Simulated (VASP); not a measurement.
Al (a cell with a defect): single point with PBE+D3(BJ)

System: Al (a cell with a defect).

```xyz
33
Lattice="8.1000 0.0000 0.0000 0.0000 8.1000 0.0000 0.0000 0.0000 8.1000" Properties=species:S:1:pos:R:3 pbc="T T T"
Al    4.0479   -0.0156   -0.0656
Al    6.0360    1.9696   -0.0831
Al    6.0070   -0.0860    1.9677
Al   -0.0021    0.1022   -0.1440
Al    2.0597    1.9696   -0.0830
Al    4.0479    3.9510   -0.1187
Al    5.9050    6.0058    0.0528
Al    2.0887   -0.0860    1.9677
Al    4.0479    1.9455    1.9521
Al    5.9612    3.9610    1.9689
Al    4.0479    0.0521    4.0345
Al    6.0043    1.9152    4.0207
Al    6.0890   -0.0919    6.0343
Al   -0.0021    3.7648    0.1776
Al    2.1907    6.0058    0.0528
Al   -0.0021    1.6129    1.8744
Al    2.1345    3.9610    1.9689
Al    4.0479    5.9890    1.9347
Al   -0.0021    0.0387    4.0458
Al    2.0914    1.9152    4.0207
Al    4.0479    3.9083    4.0637
Al    5.7132    6.0719    3.9588
Al    2.0068   -0.0918    6.0344
Al    4.0479    1.9731    6.0386
Al    6.1501    4.0557    5.9963
Al   -0.0021    6.0403    1.8465
Al   -0.0022    5.6221    4.5124
Al    2.3824    6.0719    3.9588
Al   -0.0021    2.0418    5.9856
Al    1.9456    4.0557    5.9963
Al    4.0479    6.0259    6.1014
Al   -0.0021    5.9477    6.8805
Al   -0.0021    3.4268    3.5618
```

| Property | Result |
| --- | --- |
| Program | VASP 6.6.1 |
| Task | single point |
| Functional | PBE |
| Dispersion | D3(BJ) |
| Potentials or basis | VASP PAW PBE potentials, release 64 (Al) |
| Cutoff | 520 eV |
| k mesh | 3 × 3 × 3 |
| Occupations | gaussian, width 0.05 eV |
| Spin | no spin polarisation |
| Dipole correction | no |
| Further INCAR settings | LREAL = Auto; ALGO = Normal; EDIFF = 1e-06; NBANDS = 72 |

```json
{
 "Pressure": "1.4 GPa",
 "Largest force": "0.294 eV/Å",
 "Band gap on the k mesh": "zero (an odd number of electrons rules out a gap without spin polarisation)",
 "Dispersion energy per atom": "-0.345 eV"
}
```

Forces on the atoms (eV/Å):
```
Al   0.000 -0.007 -0.002
Al   0.003 -0.005 -0.019
Al   0.043  0.006 -0.012
Al   0.000 -0.053  0.060
Al  -0.003 -0.005 -0.019
Al   0.000 -0.012  0.009
Al   0.000 -0.017  0.000
Al  -0.043  0.006 -0.012
Al   0.000  0.004 -0.009
Al   0.063 -0.029  0.014
Al   0.000 -0.011 -0.012
Al  -0.035 -0.024  0.016
Al   0.020 -0.035 -0.008
Al   0.000 -0.012 -0.001
Al   0.000 -0.017  0.000
Al   0.000  0.176 -0.066
Al  -0.063 -0.029  0.014
Al   0.000 -0.024 -0.033
Al   0.000  0.128 -0.096
Al   0.035 -0.024  0.016
Al   0.000 -0.019 -0.008
Al  -0.050 -0.010 -0.026
Al  -0.020 -0.035 -0.008
Al   0.000 -0.009 -0.003
Al   0.031 -0.002 -0.035
Al   0.000 -0.042 -0.028
Al   0.000  0.228 -0.038
Al   0.050 -0.010 -0.026
Al   0.000 -0.055  0.050
Al  -0.031 -0.002 -0.035
Al   0.000 -0.016  0.003
Al   0.000 -0.032  0.024
Al   0.000 -0.012  0.293
```

Stress tensor (GPa, compression positive):
```
1.03 0.00 0.00
0.00 1.52 0.94
0.00 0.94 1.77
```

Levels at points of the mesh, in eV from the Fermi level:
```csv
k point,band 46,band 47,band 48,band 49,band 50,band 51,band 52,band 53
"(0.00, 0.00, 0.00)",-0.49,-0.37,-0.21,0.04,0.11,0.19,0.26,0.41
```

It took 2.7 min on 1 thread of Intel(R) Xeon(R) 6975P-C (Granite Rapids) (shared host), peak memory 0.57 GiB.
